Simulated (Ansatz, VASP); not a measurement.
# NiMoIrPdW in VASP and in Ansatz

```
CELL_PARAMETERS angstrom
4.14671 0.00000 0.00000
-2.07335 3.59115 0.00000
0.00000 0.00000 5.41629
ATOMIC_POSITIONS crystal
Ni 0.00000 0.00000 0.02221
Mo 0.66667 0.33333 0.45996
Pd 0.33333 0.66667 0.74601
Ir 0.33333 0.66667 0.25641
W 0.66667 0.33333 0.99985
```

Alike in both runs: functional PBE; k mesh 12 × 12 × 6; occupations gaussian, width 0.1 eV; no spin polarisation.

Ansatz relaxed the structure, and its values are those at the end. VASP's run is a single point on that final structure, the one shown.

|  | VASP | Ansatz |
| --- | --- | --- |
| version | VASP 6.6.1 | Ansatz 0.2.0 |
| potentials or method | VASP PAW PBE potentials, release 64 (Ni, Mo_sv, Pd, Ir, W_sv), cutoff 520 eV | scalar-relativistic, plane waves, PAW |
| valence electrons in the cell | 57 | 81 |

```csv
,VASP,Ansatz,Ansatz less VASP
gap on the k mesh at the Fermi level (eV),none,none,-
pressure (GPa),0.3,0.0,-0.22
rms of the force components (eV/Å),0.016,0.002,-0.0139
```

A gap of «none» marks a metal or a gap that the smearing closes. VASP's potentials hold 57 valence electrons a cell and Ansatz's 81, so a difference there can come from the potentials and not from the codes.

Spin-orbit coupling is off throughout.
